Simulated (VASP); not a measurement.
# NaI (Cm) in VASP: single point with PBE

Aim: the single point of NaI with PBE.

Everything below comes from runs of VASP 6.6.1. Logs are shortened: lines on timing, memory, paths and dates and some standing lists are left out, and cuts for length are marked.

## Step 1: The cell of the first run

It takes space group Cm (No. 8, monoclinic). Conventional cell: a = 6.473 Å, b = 6.473 Å, c = 4.577 Å, α = 90.00°, β = 135.00°, γ = 90.00°. Na (site symmetry m) has 6 I at 2.94 to 3.54 Å within 3.9 Å. Within 3.9 Å of I (site symmetry m) lie 6 Na at 2.94 to 3.54 Å.

## Step 2: Single point, PBE (atom 1 (Na) moved by (-0.300, -0.150) A along x and y)

INCAR

```
PREC     = Accurate       # precision mode
ENCUT    = 500            # plane-wave cutoff, eV
EDIFF    = 1E-6           # SCF threshold, eV
ISMEAR   = 0              # smearing method
SIGMA    = 0.05           # smearing width, eV
LREAL    = False          # projectors in reciprocal space
LASPH    = True           # aspherical terms in the spheres
NELM     = 120            # most SCF steps
ALGO     = Normal         # electronic algorithm
ISIF     = 2              # what is computed and relaxed
LWAVE    = False          # write WAVECAR
LCHARG   = False          # write CHGCAR
GGA      = PE             # functional
NBANDS   = 14             # bands
GGA_COMPAT= False
```

KPOINTS

```
Automatic mesh
0
Gamma
  6 6 6
```

POSCAR

```
NaI
1.0
    0.0000000000      3.2364000000      3.2364000000
    3.2364000000      0.0000000000      3.2364000000
    3.2364000000      3.2364000000      0.0000000000
Na I
1 1
Direct
    0.0231738969     -0.0231738969     -0.0695216908
    0.5000000000      0.5000000000      0.5000000000
```

Potentials or basis: VASP PAW PBE potentials, release 64 (Na_pv, I).

The run is started by

```console
$ cat potpaw_PBE.64/Na_pv/POTCAR potpaw_PBE.64/I/POTCAR > POTCAR
$ mpirun -np 1 vasp_std > vasp.out
```

OUTCAR:

```text
PREC = Accurate
   ENCUT = 500
   EDIFF = 1E-6
   ISMEAR = 0
   LREAL = False
   LASPH = True
   NELM = 120
   ISIF = 2
   GGA = PE

 ion  position               nearest neighbor table
   1  0.023  0.977  0.930-   2 2.94   2 3.10
   2  0.500  0.500  0.500-   1 2.94   1 3.10

  LATTYP: Found a face centered cubic cell.
 ALAT       =     6.4728000000

  Lattice vectors:

 A1 = (   0.0000000000,   3.2364000000,   3.2364000000)
 A2 = (   3.2364000000,   0.0000000000,   3.2364000000)
 A3 = (   3.2364000000,   3.2364000000,   0.0000000000)

Analysis of symmetry for initial positions (statically):
=====================================================================
 Subroutine PRICEL returns:
 Original cell was already a primitive cell.

 Routine SETGRP: Setting up the symmetry group for a
 face centered cubic supercell.

 Subroutine GETGRP returns: Found  2 space group operations
 (whereof  2 operations were pure point group operations)
 out of a pool of 48 trial point group operations.

The static configuration has the point symmetry C_1h.

Analysis of symmetry for dynamics (positions and initial velocities):
=====================================================================
 Subroutine PRICEL returns:
 Original cell was already a primitive cell.

 Routine SETGRP: Setting up the symmetry group for a
 face centered cubic supercell.

 Subroutine GETGRP returns: Found  2 space group operations
 (whereof  2 operations were pure point group operations)
 out of a pool of 48 trial point group operations.

The dynamic configuration has the point symmetry C_1h.

 Subroutine INISYM returns: Found  2 space group operations
 (whereof  2 operations are pure point group operations),
 and found     1 'primitive' translations

----------------------------------------------------------------------------------------

                                     Primitive cell

  volume of cell :      67.7980

  direct lattice vectors                    reciprocal lattice vectors
     0.000000000  3.236400000  3.236400000    -0.154492646  0.154492646  0.154492646
     3.236400000  0.000000000  3.236400000     0.154492646 -0.154492646  0.154492646
     3.236400000  3.236400000  0.000000000     0.154492646  0.154492646 -0.154492646

  length of vectors
     4.576960773  4.576960773  4.576960773     0.267589113  0.267589113  0.267589113

  position of ions in fractional coordinates (direct lattice)
     0.023173897  0.976826103  0.930478309
     0.500000000  0.500000000  0.500000000

  ion indices of the primitive-cell ions
   primitive index   ion index
                 1           1
                 2           2

----------------------------------------------------------------------------------------

 KPOINTS: Automatic mesh

Automatic generation of k-mesh.
 Grid dimensions read from file:
 generate k-points for:    6    6    6

 Generating k-lattice:

  Cartesian coordinates                     Fractional coordinates (reciprocal lattice)
    -0.025748774  0.025748774  0.025748774     0.166666667  0.000000000  0.000000000
     0.025748774 -0.025748774  0.025748774     0.000000000  0.166666667  0.000000000
     0.025748774  0.025748774 -0.025748774     0.000000000  0.000000000  0.166666667

  Length of vectors
     0.044598185  0.044598185  0.044598185

  Shift w.r.t. Gamma in fractional coordinates (k-lattice)
     0.000000000  0.000000000  0.000000000

 Subroutine IBZKPT returns following result:
 ===========================================

 Found     68 irreducible k-points:

 Following reciprocal coordinates:
            Coordinates               Weight
  0.000000  0.000000  0.000000      1.000000
  0.166667  0.000000  0.000000      4.000000
  0.000000  0.000000  0.166667      4.000000
  0.333333  0.000000  0.000000      4.000000
  0.000000  0.000000  0.333333      4.000000
  0.500000  0.000000  0.000000      2.000000
[... 16 lines left out ...]
 -0.333333  0.166667  0.000000      4.000000
  0.000000 -0.333333  0.166667      4.000000
 [... further k-points ...]
   k-points           NKPTS =     68   k-points in BZ     NKDIM =     68   number of bands    NBANDS=     14
   number of dos      NEDOS =    301   number of ions     NIONS =      2
   total plane-waves  NPLWV =  46656
   dimension x,y,z NGX =    36 NGY =   36 NGZ =   36
   dimension x,y,z NGXF=    72 NGYF=   72 NGZF=   72
   ions per type =               1   1
   NGX,Y,Z   is equivalent  to a cutoff of  13.08, 13.08, 13.08 a.u.
   NGXF,Y,Z  is equivalent  to a cutoff of  26.15, 26.15, 26.15 a.u.
 SYSTEM =  unknown system
   PREC   = accura    normal or accurate (medium, high low for compatibility)
   ISTART =      0    job   : 0-new  1-cont  2-samecut
   ICHARG =      2    charge: 1-file 2-atom 10-const
   ISPIN  =      1    spin polarized calculation?
   LNONCOLLINEAR =      F non collinear calculations
   LSORBIT =      F    spin-orbit coupling
   LASPH  =      T    aspherical Exc in radial PAW
   ENCUT  =  500.0 eV  36.75 Ry    6.06 a.u.   8.34  8.34  8.34*2*pi/ulx,y,z
   NELM   =    120;   NELMIN=  2; NELMDL= -5     # of ELM steps
   EDIFF  = 0.1E-05   stopping-criterion for ELM
   LREAL  =      F    real-space projection
   EDIFFG = 0.1E-04   stopping-criterion for IOM
   NSW    =      0    number of steps for IOM
   IBRION =     -1    ionic relax: 0-MD 1-quasi-New 2-CG
   NFREE  =      0    steps in history (QN), initial steepest desc. (CG)
   ISIF   =      2    stress and relaxation
   ISYM   =      2    0-nonsym 1-usesym 2-fastsym
   POTIM  = 0.5000    time-step for ionic-motion
   TEBEG  =    0.0;   TEEND  =   0.0 temperature during run
   PSTRESS=    0.0 pullay stress
   NELECT =      14.0000    total number of electrons
   NUPDOWN=      -1.0000    fix difference up-down
   EMIN   =  10.00;   EMAX   =-10.00  energy-range for DOS
   EFERMI =   0.00;   METHOD = LEGACY
   ISMEAR =     0;   SIGMA  =   0.05  broadening in eV -4-tet -1-fermi 0-gaus
   EFERMI_NEDOS =   21; number of points for ismear=-14 and -15
   IALGO  =     38    algorithm
   IMIX   =      4    mixing-type and parameters
     AMIX     =   0.40;   BMIX     =  1.00
     AMIX_MAG =   1.60;   BMIX_MAG =  1.00
  volume/ion in A,a.u.               =      33.90       228.76
  Fermi-wavevector in a.u.,A,eV,Ry     =   0.967636  1.828567 12.739397  0.936319
  Thomas-Fermi vector in A             =   2.097538
   LORBIT       =      0    0 simple, 1 ext, 2 COOP (PROOUT), +10 PAW based schemes
   GGA     = PE    functional components
   LHFCALC =     F    Hartree Fock is set to
   AEXX    =    0.0000 exact exchange contribution
   IVDW    =     0    specifies the selected vdW correction
   LEPSILON=     F    determine dielectric tensor
   LRPA    =     F    only Hartree local field effects (RPA)
 non-spin polarized calculation
 Gauss-broadening in eV      SIGMA  =   0.05
  energy-cutoff  :      500.00
  volume of cell :       67.80
 maximum number of plane-waves:      1759
 NGX is ok and might be reduce to    36
   NGX = 17   NGY = 17   NGZ = 17

 number of electron      13.9999998 magnetization

 Free energy of the ion-electron system (eV)
  ---------------------------------------------------
  ext. energy  EPLUGINS =         0.00000000
  ---------------------------------------------------
  free energy    TOTEN  =        -5.32864623 eV

  energy without entropy =       -5.32864623  energy(sigma->0) =       -5.32864623

 E-fermi :   1.0871     XC(G=0):  -7.6892

 val. band max:        0.7999924373   @ k =   0.0000   0.0000   0.0000
 cond. band min:       4.4598998622   @ k =   0.0000   0.0000   0.0000
 fundamental gap:      3.6599074249
 Fermi energy:         1.0870513979

 k-point     1 :       0.0000    0.0000    0.0000
  band No.  band energies     occupation
      1     -21.6095      2.00000
      2     -21.6047      2.00000
      3     -21.6046      2.00000
      4     -10.2232      2.00000
      5       0.7587      2.00000
      6       0.7998      2.00000
      7       0.8000      2.00000
      8       4.4599      0.00000
      9       8.7252      0.00000
     10       8.7318      0.00000
     11       8.7785      0.00000
     12      10.5881      0.00000
     13      10.6649      0.00000
     14      11.1845      0.00000

 k-point     2 :       0.1667    0.0000    0.0000
  band No.  band energies     occupation
      1     -21.6098      2.00000
      2     -21.6058      2.00000
      3     -21.6047      2.00000
      4     -10.1494      2.00000
      5       0.0515      2.00000
      6       0.7114      2.00000
      7       0.7275      2.00000
      8       5.2628      0.00000
      9       8.2271      0.00000
     10       8.9306      0.00000
     11       8.9775      0.00000
     12      10.0534      0.00000
     13      10.1630      0.00000
     14      11.5735      0.00000

 k-point     3 :       0.0000    0.0000    0.1667
  band No.  band energies     occupation
      1     -21.6104      2.00000
      2     -21.6051      2.00000
      3     -21.6047      2.00000
      4     -10.1498      2.00000
      5       0.0713      2.00000
      6       0.6881      2.00000
      7       0.7268      2.00000
      8       5.2683      0.00000
      9       8.2489      0.00000
     10       8.9159      0.00000
     11       8.9396      0.00000
     12      10.0781      0.00000
     13      10.1336      0.00000
     14      11.6354      0.00000
[... 324 lines left out ...]
 k-point    23 :      -0.3333    0.1667    0.0000
  band No.  band energies     occupation
      1     -21.6114      2.00000
      2     -21.6078      2.00000
      3     -21.6059      2.00000
      4      -9.9171      2.00000
      5      -1.0677      2.00000
      6       0.0582      2.00000
      7       0.5203      2.00000
      8       6.6414      0.00000
      9       7.5955      0.00000
     10       8.6908      0.00000
     11       8.9307      0.00000
     12      10.9152      0.00000
     13      12.1881      0.00000
     14      12.8090      0.00000

 k-point    24 :       0.0000   -0.3333    0.1667
  band No.  band energies     occupation
      1     -21.6113      2.00000
      2     -21.6086      2.00000
      3     -21.6051      2.00000
      4      -9.9179      2.00000
      5      -1.0611      2.00000
      6       0.0560      2.00000
      7       0.5161      2.00000
      8       6.6409      0.00000
      9       7.6589      0.00000
     10       8.7085      0.00000
     11       8.8279      0.00000
     12      10.8408      0.00000
     13      12.2298      0.00000
     14      12.8086      0.00000

 [... further k-points ...]

------------------------ aborting loop because EDIFF is reached ----------------------------------------

  FORCE on cell =-STRESS in cart. coord.  units (eV):
  Direction    XX          YY          ZZ          XY          YZ          ZX
  --------------------------------------------------------------------------------------
  -------------------------------------------------------------------------------------
  Total        0.8808393      0.3043740      0.1315300     -0.0840712      0.0000000      0.0000000
  in kB       20.8156853      7.1928600      3.1082711     -1.9867420      0.0000000      0.0000000
  external PRESSURE =      10.3722721 kB  Pullay stress =       0.0000000 kB

 VOLUME and BASIS-vectors are now :
 -----------------------------------------------------------------------------
  energy-cutoff  :      500.00
  volume of cell :       67.80
      direct lattice vectors                 reciprocal lattice vectors
     0.000000000  3.236400000  3.236400000    -0.154492646  0.154492646  0.154492646
     3.236400000  0.000000000  3.236400000     0.154492646 -0.154492646  0.154492646
     3.236400000  3.236400000  0.000000000     0.154492646  0.154492646 -0.154492646

 POSITION                                       TOTAL-FORCE (eV/Angst)
 -----------------------------------------------------------------------------------
      6.17280      3.08640      3.23640         0.353950      0.121778      0.000000
      3.23640      3.23640      3.23640        -0.353950     -0.121778      0.000000
 -----------------------------------------------------------------------------------
    total drift:                                0.000089     -0.000433     -0.000000

  FREE ENERGIE OF THE ION-ELECTRON SYSTEM (eV)
  ---------------------------------------------------
  free  energy   TOTEN  =        -5.3286462304 eV

  energy  without entropy=       -5.3286462304  energy(sigma->0) =       -5.32864623
```

Wall time 74 s (1 thread of AMD EPYC 7R13, shared host); peak memory 0.24 GiB.

Results:

| Item | Value |
| --- | --- |
| Free energy | -5.3286 eV |
| Pressure | 1.0 GPa |
| Largest force | 0.374 eV/Å |
| Band gap on the k mesh | 3.66 eV |

Forces in eV/Å, atoms in the order of the input:
```
Na   0.354  0.122  0.000
I   -0.354 -0.122  0.000
```

Stress tensor (GPa, compression positive):
```
 2.08 -0.20  0.00
-0.20  0.72  0.00
 0.00  0.00  0.31
```

Levels at points of the mesh, in eV from the valence-band top:
```tsv
k point	band 4	band 5	band 6	band 7	band 8	band 9	band 10	band 11
(0.00, 0.00, 0.00)	-11.02	-0.04	0.00	0.00	3.66	7.93	7.93	7.98
(0.50, 0.00, 0.00)	-10.71	-2.18	-0.29	-0.27	5.10	7.47	7.50	8.71
(0.00, 0.00, 0.50)	-10.71	-2.17	-0.31	-0.27	5.12	7.45	7.49	8.69
(0.50, 0.50, 0.00)	-10.63	-1.89	-0.77	-0.74	4.52	5.55	9.88	11.25
(0.00, 0.50, 0.50)	-10.63	-1.91	-0.74	-0.74	4.52	5.56	9.84	11.33
(0.50, 0.00, 0.50)	-10.63	-1.90	-0.76	-0.74	4.52	5.56	9.87	11.33
```

Caveat: the cell differs from its parent crystal (atom 1 (Na) moved by (-0.300, -0.150) A along x and y); spin-orbit coupling is left out, which moves the levels of the heavy elements.
